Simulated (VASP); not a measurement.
# O (P2/c) in VASP: G0W0 quasiparticle levels with r2SCAN

Aim: the G0W0 quasiparticle levels of O with r2SCAN.

Everything below comes from runs of VASP 6.6.1. Logs are shortened: lines on timing, memory, paths and dates and some standing lists are left out, and cuts for length are marked.

### 1 The cell of the first run

The typed cell holds 4 atoms: a = 4.043 Å, b = 4.026 Å, c = 2.988 Å, α = 90.00°, β = 111.60°, γ = 90.00°.

### 2 G0W0 quasiparticle levels, r2SCAN

POSCAR reads:

```
O
1.0
    4.0422519466      0.0000000000     -0.0511318553
    0.0000000000      4.0261643208      0.0000000000
   -1.0645951985      0.0000000000      2.7914436158
O
4
Direct
    0.3398634867      0.6842025056      0.6702335981
    0.6601365133      0.6842025056      0.8297664019
    0.6601365133      0.3157974944      0.3297664019
    0.3398634867      0.3157974944      0.1702335981
```

INCAR.step1 reads:

```
  ALGO = Normal
  EDIFF = 1E-8
  ENCUT = 500
  ISMEAR = 0
  LASPH = True
  LCHARG = False
  LMIXTAU = True
  LREAL = False
  LWAVE = True
  METAGGA = R2SCAN
  NELM = 100
  PREC = Accurate
  SIGMA = 0.01
```

INCAR.step2 reads:

```
  ALGO = Exact
  EDIFF = 1E-8
  ENCUT = 500
  ISMEAR = 0
  ISTART = 1
  LASPH = True
  LCHARG = False
  LMIXTAU = True
  LOPTICS = True
  LREAL = False
  LWAVE = True
  METAGGA = R2SCAN
  NBANDS = 85
  NELM = 1
  PREC = Accurate
  SIGMA = 0.01
```

INCAR.step3 reads:

```
  ALGO = EVGW0
  EDIFF = 1E-8
  ENCUT = 500
  ENCUTGW = 80.0
  ISMEAR = 0
  ISTART = 1
  LASPH = True
  LCHARG = False
  LMIXTAU = True
  LREAL = False
  LWAVE = False
  METAGGA = R2SCAN
  NBANDS = 85
  NBANDSGW = 20
  NELMGW = 1
  NOMEGA = 96
  OMEGAMAX = 20
  PREC = Accurate
  PRECFOCK = Fast
  SIGMA = 0.01
```

KPOINTS reads:

```
k-points
0
Gamma
  6 6 8
```

Potentials or basis: VASP PAW PBE potentials, release 64 (O_GW).

Launch:

```sh
$ cat potpaw_PBE.64/O_GW/POTCAR > POTCAR
$ cp INCAR.step1 INCAR
$ mpirun -np 1 vasp_std > vasp.out
$ cp INCAR.step2 INCAR
$ mpirun -np 1 vasp_std > vasp.out
$ cp INCAR.step3 INCAR
$ mpirun -np 1 vasp_std > vasp.out
```

OUTCAR:

```text
EDIFF = 1E-8
   ENCUT = 500
   ENCUTGW = 80.0
   ISMEAR = 0
   ISTART = 1
   LASPH = True
   LREAL = False
   METAGGA = R2SCAN
   NELMGW = 1
   PREC = Accurate
   PRECFOCK = Fast

 ion  position               nearest neighbor table
   1  0.340  0.684  0.670-   2 1.20
   2  0.660  0.684  0.830-   1 1.20
   3  0.660  0.316  0.330-   4 1.20
   4  0.340  0.316  0.170-   3 1.20

  LATTYP: Found a simple monoclinic cell.
 ALAT       =     2.9875609445
 B/A-ratio  =     1.3476425739
 C/A-ratio  =     1.3531356853
 COS(beta)  =    -0.3681321245

  Lattice vectors:

 A1 = (  -1.0645951985,   0.0000000000,   2.7914436158)
 A2 = (   0.0000000000,  -4.0261643208,   0.0000000000)
 A3 = (   4.0422519466,   0.0000000000,  -0.0511318553)

Analysis of symmetry for initial positions (statically):
=====================================================================
 Subroutine PRICEL returns:
 Original cell was already a primitive cell.

 Routine SETGRP: Setting up the symmetry group for a
 simple monoclinic supercell.

 Subroutine GETGRP returns: Found  4 space group operations
 (whereof  2 operations were pure point group operations)
 out of a pool of  4 trial point group operations.

The static configuration has the point symmetry S_2 .
 The point group associated with its full space group is C_2h.

Analysis of symmetry for dynamics (positions and initial velocities):
=====================================================================
 Subroutine PRICEL returns:
 Original cell was already a primitive cell.

 Routine SETGRP: Setting up the symmetry group for a
 simple monoclinic supercell.

 Subroutine GETGRP returns: Found  4 space group operations
 (whereof  2 operations were pure point group operations)
 out of a pool of  4 trial point group operations.

The dynamic configuration has the point symmetry S_2 .
 The point group associated with its full space group is C_2h.

 Subroutine INISYM returns: Found  4 space group operations
 (whereof  2 operations are pure point group operations),
 and found     1 'primitive' translations

----------------------------------------------------------------------------------------

                                     Primitive cell

  volume of cell :      45.2109

  direct lattice vectors                    reciprocal lattice vectors
     4.042251947  0.000000000 -0.051131855     0.248586081  0.000000000  0.094805264
     0.000000000  4.026164321  0.000000000     0.000000000  0.248375357  0.000000000
    -1.064595198  0.000000000  2.791443616     0.004553439  0.000000000  0.359974159

  length of vectors
     4.042575326  4.026164321  2.987560944     0.266050893  0.248375357  0.360002957

  position of ions in fractional coordinates (direct lattice)
     0.339863487  0.684202506  0.670233598
     0.660136513  0.684202506  0.829766402
     0.660136513  0.315797494  0.329766402
     0.339863487  0.315797494  0.170233598

  ion indices of the primitive-cell ions
   primitive index   ion index
                 1           1
                 2           2
                 3           3
                 4           4

----------------------------------------------------------------------------------------

 KPOINTS: k-points

Automatic generation of k-mesh.
 Grid dimensions read from file:
 generate k-points for:    6    6    8

 Generating k-lattice:

  Cartesian coordinates                     Fractional coordinates (reciprocal lattice)
     0.041431013  0.000000000  0.015800877     0.166666667  0.000000000 -0.000000000
     0.000000000  0.041395893  0.000000000     0.000000000  0.166666667  0.000000000
     0.000569180  0.000000000  0.044996770     0.000000000  0.000000000  0.125000000

  Length of vectors
     0.044341815  0.041395893  0.045000370

  Shift w.r.t. Gamma in fractional coordinates (k-lattice)
     0.000000000  0.000000000  0.000000000

 Subroutine IBZKPT returns following result:
 ===========================================

 Found    104 irreducible k-points:

 Following reciprocal coordinates:
            Coordinates               Weight
  0.000000  0.000000  0.000000      1.000000
  0.166667  0.000000  0.000000      2.000000
  0.333333  0.000000 -0.000000      2.000000
  0.500000  0.000000  0.000000      1.000000
  0.000000  0.166667  0.000000      2.000000
  0.166667  0.166667  0.000000      4.000000
[... 16 lines left out ...]
 -0.000000  0.166667  0.125000      4.000000
  0.166667  0.166667  0.125000      4.000000
 [... further k-points ...]
   k-points           NKPTS =    104   k-points in BZ     NKDIM =    288   number of bands    NBANDS=     85
   number of dos      NEDOS =    301   number of ions     NIONS =      4
   total plane-waves  NPLWV =  21600
   dimension x,y,z NGX =    30 NGY =   30 NGZ =   24
   dimension x,y,z NGXF=    60 NGYF=   60 NGZF=   48
   ions per type =               4
   NGX,Y,Z   is equivalent  to a cutoff of  12.34, 12.39, 13.36 a.u.
   NGXF,Y,Z  is equivalent  to a cutoff of  24.67, 24.77, 26.71 a.u.
 SYSTEM =  unknown system
   PREC   = accura    normal or accurate (medium, high low for compatibility)
   ISTART =      1    job   : 0-new  1-cont  2-samecut
   ICHARG =      0    charge: 1-file 2-atom 10-const
   ISPIN  =      1    spin polarized calculation?
   LNONCOLLINEAR =      F non collinear calculations
   LSORBIT =      F    spin-orbit coupling
   LASPH  =      T    aspherical Exc in radial PAW
   ENCUT  =  500.0 eV  36.75 Ry    6.06 a.u.   7.37  7.34  5.45*2*pi/ulx,y,z
   NELM   =     60;   NELMIN=  2; NELMDL=  0     # of ELM steps
   EDIFF  = 0.1E-07   stopping-criterion for ELM
   LREAL  =      F    real-space projection
   EDIFFG = 0.1E-06   stopping-criterion for IOM
   NSW    =      0    number of steps for IOM
   IBRION =     -1    ionic relax: 0-MD 1-quasi-New 2-CG
   NFREE  =      0    steps in history (QN), initial steepest desc. (CG)
   ISIF   =      0    stress and relaxation
   ISYM   =      3    0-nonsym 1-usesym 2-fastsym
   POTIM  = 0.5000    time-step for ionic-motion
   TEBEG  =    0.0;   TEEND  =   0.0 temperature during run
   PSTRESS=    0.0 pullay stress
   NELECT =      24.0000    total number of electrons
   NUPDOWN=      -1.0000    fix difference up-down
   EMIN   =  10.00;   EMAX   =-10.00  energy-range for DOS
   EFERMI =   0.00;   METHOD = LEGACY
   ISMEAR =     0;   SIGMA  =   0.01  broadening in eV -4-tet -1-fermi 0-gaus
   EFERMI_NEDOS =   21; number of points for ismear=-14 and -15
   IALGO  =     38    algorithm
   IMIX   =      4    mixing-type and parameters
     AMIX     =   0.40;   BMIX     =  1.00
     AMIX_MAG =   1.60;   BMIX_MAG =  1.00
  volume/ion in A,a.u.               =      11.30        76.27
  Fermi-wavevector in a.u.,A,eV,Ry     =   1.325554  2.504934 23.906704  1.757093
  Thomas-Fermi vector in A             =   2.455006
   LORBIT       =      0    0 simple, 1 ext, 2 COOP (PROOUT), +10 PAW based schemes
   METAGGA = R2SCAN    functional components
   LHFCALC =     T    Hartree Fock is set to
   PRECFOCK=fast      Normal, Fast or Accurate (Low or Medium for compatibility)
   ENCUT4O =  -1.0   cutoff for four orbital integrals eV
   NKREDX  =     1    reduce k-point grid by
   NKREDY  =     1    reduce k-point grid by
   NKREDZ  =     1    reduce k-point grid by
   AEXX    =    1.0000 exact exchange contribution
   HFSCREEN=    0.0000 screening length (either q_TF or 0.3 A-1)
   HFSCREENC=   0.0000 screening length for correlation (either q_TF or 0.3 A-1)
   ENCUTFOCK=  -1.0 apply spherical cutoff to Coloumb kernel
   IVDW    =     0    specifies the selected vdW correction
   LEPSILON=     F    determine dielectric tensor
   LRPA    =     F    only Hartree local field effects (RPA)
   LRPAFORCE           =     F    calculate RPA forces
   ENCUTGW             =  80.0    cutoff for response function in eV
   ENCUTGWSOFT         =  64.0    soft cutoff for Coulomb kernel in GW response function in eV
   ENCUTLF             =  -1.0    cutoff for local field effects
   NELMGW              =     1    number of iterations in solving QP/BSE equation
   NELMHF              =     1    number of iterations in the inner HF iteration
   NKREDLFX            =     1    NKREDLFY  =   1   NKREDLFZ  =   1
 non-spin polarized calculation
 Gauss-broadening in eV      SIGMA  =   0.01
  energy-cutoff  :      500.00
  volume of cell :       45.21
 maximum number of plane-waves:      1165
 NGX is ok and might be reduce to    30
  NGX = 16; NGY = 16; NGZ = 12
   NGX = 15   NGY = 15   NGZ = 11
 maximum number of plane-waves:        80
 NGX is ok and might be reduce to    14

 QP shifts <psi_nk| G(iteration)W_0 |psi_nk>: iteration 1
 for sc-GW calculations column KS-energies equals QP-energies in previous step
 and V_xc(KS)=  KS-energies - (<T + V_ion + V_H > + <T+V_H+V_ion>^1  + <V_x>^1)

 k-point   1 :       0.0000    0.0000    0.0000
  band No.  KS-energies  QP-energies   sigma(KS)   V_xc(KS)     V^pw_x(r,r')   Z            occupation Imag(sigma)

      1     -29.2569     -29.7570     -23.6006     -22.2183     -33.3445       0.3617       2.0000       1.8722
      2     -27.4488     -28.1092     -24.0537     -23.1523     -33.7489       0.7327       2.0000       2.5083
      3     -15.7769     -15.2916     -20.2236     -21.2437     -30.5248       0.4757       2.0000       1.1490
      4     -13.5326     -13.4593     -22.1573     -22.2860     -30.8019       0.5693       2.0000       0.6960
      5      -9.4934      -8.8589     -17.8006     -19.1676     -25.6392       0.4641       2.0000       1.1526
      6      -8.5713      -8.0660     -17.6393     -18.7145     -25.2316       0.4700       2.0000       0.7417
[... 12 lines left out ...]
     19      13.9738      14.1485      -7.7364      -7.9654      -3.2578       0.7629       0.0000      -0.2956
     20      16.8573      17.0098      -7.6400      -7.8374      -3.2036       0.7724       0.0000      -0.3393

 k-point   2 :       0.1667    0.0000    0.0000
  band No.  KS-energies  QP-energies   sigma(KS)   V_xc(KS)     V^pw_x(r,r')   Z            occupation Imag(sigma)

      1     -29.2451     -29.7491     -23.6230     -22.2330     -33.3518       0.3626       2.0000       1.8709
      2     -27.4456     -28.0985     -24.0550     -23.1562     -33.7507       0.7265       2.0000       2.5053
      3     -15.9694     -15.4683     -19.8950     -20.9806     -30.3047       0.4616       2.0000       1.2327
      4     -13.5910     -13.5164     -22.0750     -22.2061     -30.7402       0.5691       2.0000       0.7144
      5      -9.2537      -8.5880     -17.9298     -19.3925     -25.8568       0.4551       2.0000       1.1297
      6      -8.4052      -7.9790     -18.1494     -19.0117     -25.4359       0.4943       2.0000       0.5847
[... 12 lines left out ...]
     19      13.8952      14.2881     -10.0766     -10.6365      -5.0326       0.7017       0.0000      -0.4162
     20      17.4086      17.8016      -9.2147      -9.6586      -4.2302       0.8852       0.0000      -0.8298
[... 487 lines left out ...]
      4     -13.6818     -13.5949     -22.0122     -22.1654     -30.7362       0.5667       2.0000       0.7314
      5      -9.4228      -8.7795     -17.8486     -19.2357     -25.7044       0.4638       2.0000       1.1366
      6      -8.5804      -8.0120     -17.7733     -18.9804     -25.4506       0.4709       2.0000       0.8213
[... 12 lines left out ...]
     19      14.3951      14.6427      -8.4030      -8.7269      -3.7081       0.7644       0.0000      -0.3954
     20      16.7186      16.9084      -7.9641      -8.2059      -3.3922       0.7852       0.0000      -0.4331

 k-point  24 :       0.1667    0.1667    0.1250
  band No.  KS-energies  QP-energies   sigma(KS)   V_xc(KS)     V^pw_x(r,r')   Z            occupation Imag(sigma)

      1     -29.1362     -29.6916     -23.8073     -22.3083     -33.3924       0.3705       2.0000       1.9447
      2     -27.5287     -28.1940     -24.0382     -23.1038     -33.7233       0.7121       2.0000       2.5202
      3     -15.9598     -15.4700     -19.8341     -20.9115     -30.2274       0.4547       2.0000       1.2304
      4     -13.7646     -13.6760     -21.8929     -22.0465     -30.6429       0.5768       2.0000       0.7566
      5      -9.0993      -8.4301     -17.9835     -19.4674     -25.9274       0.4510       2.0000       1.1022
      6      -8.4735      -7.8642     -18.1410     -19.4141     -25.8162       0.4786       2.0000       0.8242
[... 12 lines left out ...]
     19      14.1224      14.5032      -9.8721     -10.4060      -4.8384       0.7133       0.0000      -0.4429
     20      17.2912      17.8832      -9.9716     -10.6409      -4.7836       0.8844       0.0000      -1.0831

 [... further k-points ...]
```

Wall time 73 min (1 thread of Intel Xeon Platinum 8375C at 2.90GHz (Ice Lake), shared host); peak memory 2.6 GiB.

What came out:

```yaml
Quasiparticle_gap: 2.13 eV
Least_direct_quasiparticle_gap: 2.13 eV
Band_gap_of_the_starting_levels_on_the_mesh: 0.99 eV
Least_direct_gap_of_the_starting_levels_on_the_mesh: 1.03 eV
```

Caveat: bands, screening cutoff and mesh are small and nothing is extrapolated, so the quasiparticle values aren't converged; the standard files for N, O and F lose accuracy on very short bonds; spin is off for a triplet molecule.
